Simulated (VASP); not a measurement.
# AlNi (P4/mmm) in VASP: notebook, part 2 of 2

VASP 6.6.1.

## 3. Single point, PBEsol (strain +0.040 along x and y, +0.000 along z)

The input, INCAR:

```
SYSTEM = AlNi
  PREC = Accurate
  ENCUT = 520
  EDIFF = 1E-7
  ISMEAR = 0
  SIGMA = 0.15
  LREAL = .FALSE.
  LASPH = .TRUE.
  NELM = 80
  ALGO = Normal
  ISIF = 2
  LWAVE = .FALSE.
  LCHARG = .FALSE.
  GGA = PS
  NBANDS = 14
```

The input, KPOINTS:

```
Automatic mesh
0
G
  16 16 16
  0 0 0
```

The input, POSCAR:

```
AlNi
1.0
    2.9962400000      0.0000000000      0.0000000000
    0.0000000000      2.9962400000      0.0000000000
    0.0000000000      0.0000000000      2.8810000000
Al Ni
1 1
Direct
    0.0000000000      0.0000000000      0.0000000000
    0.5000000000      0.5000000000      0.5000000000
```

Potentials or basis: VASP PAW PBE potentials, release 64 (Al, Ni).

Launch:

```sh
> cat potpaw_PBE.64/Al/POTCAR potpaw_PBE.64/Ni/POTCAR > POTCAR
> mpirun -np 1 vasp_std > vasp.out
```

OUTCAR:

```text
SYSTEM = AlNi
   PREC = Accurate
   ENCUT = 520
   EDIFF = 1E-7
   ISMEAR = 0
   LREAL = .FALSE.
   LASPH = .TRUE.
   NELM = 80
   ISIF = 2
   GGA = PS

 ion  position               nearest neighbor table
   1  0.000  0.000  0.000-   2 2.56   2 2.56   2 2.56   2 2.56   2 2.56   2 2.56   2 2.56   2 2.56

   2  0.500  0.500  0.500-   1 2.56   1 2.56   1 2.56   1 2.56   1 2.56   1 2.56   1 2.56   1 2.56

  LATTYP: Found a simple tetragonal cell.
 ALAT       =     2.9962400000
 C/A-ratio  =     0.9615384615

  Lattice vectors:

 A1 = (   2.9962400000,   0.0000000000,   0.0000000000)
 A2 = (   0.0000000000,   2.9962400000,   0.0000000000)
 A3 = (   0.0000000000,   0.0000000000,   2.8810000000)

Analysis of symmetry for initial positions (statically):
=====================================================================
 Subroutine PRICEL returns:
 Original cell was already a primitive cell.

 Routine SETGRP: Setting up the symmetry group for a
 simple tetragonal supercell.

 Subroutine GETGRP returns: Found 16 space group operations
 (whereof 16 operations were pure point group operations)
 out of a pool of 16 trial point group operations.

The static configuration has the point symmetry D_4h.

[... 169 lines left out ...]
  band No.  band energies     occupation
      1      -1.6710      2.00000
      2       6.0093      2.00000
      3       6.0300      2.00000
      4       7.4463      2.00000
      5       7.5511      2.00000
      6       7.5511      2.00000
      7      13.6433      0.00000
      8      13.6433      0.00000
      9      14.9829      0.00000
     10      16.6375      0.00000
     11      16.8667      0.00000
     12      21.3683      0.00000
     13      28.3394      0.00000
     14      29.2212      0.00000
[... 377 lines left out ...]
      1       2.3321      2.00000
      2       2.7587      2.00000
      3       6.4565      2.00000
      4       6.7400      2.00000
      5       7.0306      2.00000
      6       7.5449      2.00000
      7       8.2111      2.00000
      8      15.2421      0.00000
      9      16.0676      0.00000
     10      19.7149      0.00000
     11      19.7219      0.00000
     12      19.7932      0.00000
     13      23.6870      0.00000
     14      24.2148      0.00000

 [... further k-points ...]
[... 5 lines left out ...]
  --------------------------------------------------------------------------------------
  -------------------------------------------------------------------------------------
  Total       -2.3213022     -2.3213022     -1.8753396      0.0000000     -0.0000000      0.0000000
  in kB     -143.7956720   -143.7956720   -116.1700151      0.0000000     -0.0000000      0.0000000
  external PRESSURE =    -134.5871197 kB  Pullay stress =       0.0000000 kB

 VOLUME and BASIS-vectors are now :
 -----------------------------------------------------------------------------
  energy-cutoff  :      520.00
  volume of cell :       25.86
      direct lattice vectors                 reciprocal lattice vectors
     2.996240000  0.000000000  0.000000000     0.333751635  0.000000000  0.000000000
     0.000000000  2.996240000  0.000000000     0.000000000  0.333751635  0.000000000
     0.000000000  0.000000000  2.881000000     0.000000000  0.000000000  0.347101701

 POSITION                                       TOTAL-FORCE (eV/Angst)
 -----------------------------------------------------------------------------------
      0.00000      0.00000      0.00000         0.000000      0.000000      0.000000
      1.49812      1.49812      1.44050         0.000000      0.000000      0.000000
 -----------------------------------------------------------------------------------
    total drift:                                0.000000      0.000000     -0.000000

  FREE ENERGIE OF THE ION-ELECTRON SYSTEM (eV)
  ---------------------------------------------------
  free  energy   TOTEN  =       -11.4751664253 eV

  energy  without entropy=      -11.4648575791  energy(sigma->0) =      -11.47001200
```

stdout:

```text
POSCAR found type information on POSCAR AlNi
 POSCAR found :  2 types and       2 ions
 scaLAPACK will be used
 -----------------------------------------------------------------------------
|                                                                             |
|                                                                             |
|     You enforced a specific xc type in the INCAR file but a different       |
|     I HOPE YOU KNOW WHAT YOU ARE DOING!                                     |
|                                                                             |
 -----------------------------------------------------------------------------

 LDA part: xc-table for (Slater+PW92), standard interpolation
 POSCAR, INCAR and KPOINTS ok, starting setup
 FFT: planning ... GRIDC
 FFT: planning ... GRID_SOFT
 FFT: planning ... GRID
 WAVECAR not read
 entering main loop
```

Run time: 3.7 min. Hardware: 1 thread of AMD EPYC 7R13, shared host; peak memory 0.23 GiB.

Results:

```yaml
Free_energy: -11.4752 eV
Pressure: -13.5 GPa
```

Caveat: the cell differs from its parent crystal (strain +0.040 along x and y, +0.000 along z); the PAW data sets were made with another functional, which shifts forces and pressure a little. Spin polarisation is off, so any magnetic state and its effect on volume and gap are missing.

## 4. Single point, PBEsol (strain +0.000 along x and y, -0.080 along z)

The input, INCAR:

```
PREC = Accurate
ENCUT = 520
EDIFF = 1E-6
ISMEAR = 0
SIGMA = 0.15
LREAL = F
LASPH = T
NELM = 80
ALGO = Fast
ISIF = 2
LWAVE = F
LCHARG = F
GGA = PS
NBANDS = 14
```

The input, KPOINTS:

```
Automatic mesh
0
Gamma
  16 16 16
```

The input, POSCAR:

```
AlNi
1.0
    2.8810000000      0.0000000000      0.0000000000
    0.0000000000      2.8810000000      0.0000000000
    0.0000000000      0.0000000000      2.6505200000
Al Ni
1 1
Direct
    0.0000000000      0.0000000000      0.0000000000
    0.5000000000      0.5000000000      0.5000000000
```

Launch:

```sh
> cat potpaw_PBE.64/Al/POTCAR potpaw_PBE.64/Ni/POTCAR > POTCAR
> mpirun -np 1 vasp_std > vasp.out
```

Wall time 85 s (1 thread of AMD EPYC 9R45 (Zen 5), shared host); peak memory 0.21 GiB.

It converged, with:

* Free energy: -11.4976 eV
* Pressure: 13.1 GPa

Stress tensor (GPa, compression positive):
```
 9.56  0.00  0.00
 0.00  9.56  0.00
 0.00  0.00 20.24
```

Levels at points of the mesh, in eV from the Fermi level:
| k point | band 3 | band 4 | band 5 | band 6 | band 7 | band 8 | band 9 | band 10 | band 11 | band 12 |
| --- | --- | --- | --- | --- | --- | --- | --- | --- | --- | --- |
| (0.00, 0.00, 0.00) | -3.67 | -1.91 | -1.63 | -1.63 | 4.82 | 4.82 | 8.05 | 8.10 | 8.45 | 15.59 |
| (0.50, 0.00, 0.00) | -3.22 | -2.70 | -2.18 | -1.55 | -0.93 | 8.19 | 9.32 | 10.59 | 12.38 | 13.33 |
| (0.50, 0.50, 0.00) | -3.51 | -3.51 | -2.07 | -2.07 | -1.27 | 1.04 | 2.35 | 14.85 | 16.92 | 17.15 |
| (0.00, 0.00, 0.50) | -3.00 | -2.70 | -2.70 | -1.74 | -0.25 | 8.43 | 9.68 | 9.68 | 11.53 | 11.53 |
| (0.50, 0.00, 0.50) | -3.11 | -2.67 | -2.53 | -2.42 | -1.11 | 1.96 | 3.17 | 12.57 | 14.73 | 15.18 |
| (0.50, 0.50, 0.50) | -4.50 | -1.21 | -1.01 | 1.87 | 1.87 | 2.07 | 4.22 | 4.51 | 5.15 | 5.15 |

Caveat: the cell differs from its parent crystal (strain +0.000 along x and y, -0.080 along z); the PAW data sets were made with another functional, which shifts forces and pressure a little. Spin polarisation is off, so any magnetic state and its effect on volume and gap are missing.

## 5. The runs side by side

```csv
cell,gap on the mesh (eV),pressure (GPa)
"a = 2.881, b = 2.881, c = 3.111 Å, 2 atoms",none,-13.2
"a = 2.996, b = 2.996, c = 2.881 Å, 2 atoms",none,-13.5
"a = 2.881, b = 2.881, c = 2.651 Å, 2 atoms",none,13.1
```

Alike in all rows: task single point; level PBEsol; potentials or basis VASP PAW PBE potentials, release 64 (Al, Ni); no spin polarisation; k mesh 16 × 16 × 16; cutoff (eV) 520; smearing gaussian 0.15 eV.

Caveats: the PAW data sets were made with another functional, which shifts forces and pressure a little.

Absolute energies hang on the potentials; compare differences alone.
